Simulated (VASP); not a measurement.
Runs of VASP 6.6.1 on Cs. The structure is that of space group P6_3/mmc (No. 194), or close to it. The cells are those of the table. This isn't the form of Cs at room conditions, which is bcc.

```csv
task,cell,k mesh,cutoff (eV),gap on the mesh (eV),pressure (GPa)
single point,"a = 5.456, b = 5.456, c = 8.910 Å, angles 90.0, 90.0, 120.0°, 2 atoms",8 × 8 × 4,520,none,-0.1
single point,"a = 5.161, b = 5.161, c = 8.428 Å, angles 90.0, 90.0, 120.0°, 2 atoms",8 × 8 × 4,520,none,(a)
single point,"a = 5.593, b = 5.593, c = 9.133 Å, angles 90.0, 90.0, 120.0°, 2 atoms",8 × 8 × 4,520,none,-0.2
relaxation of cell and atoms,"relaxed from a = 5.385, b = 5.385, c = 8.794 Å, angles 90.0, 90.0, 120.0°, 2 atoms",7 × 7 × 4,600,none,0.0
single point,"a = 5.313, b = 5.313, c = 8.676 Å, angles 90.0, 90.0, 120.0°, 2 atoms",8 × 8 × 4,520,none,0.1
```

Alike in all rows: level PBEsol; potentials or basis VASP PAW PBE potentials, release 64 (Cs_sv); no spin polarisation; smearing fermi-dirac 0.1 eV.

Problem. Estimate the missing entries.

Solution. (a) 0.3.

Caveats: the PAW data sets were made with another functional, which shifts forces and pressure a little; spin-orbit coupling is left out, which moves the levels of the heavy elements.

A k mesh can miss the band edges, and the runs leave out spin-orbit coupling on Cs.

A gap of «none» marks levels without a gap at the run's occupations.
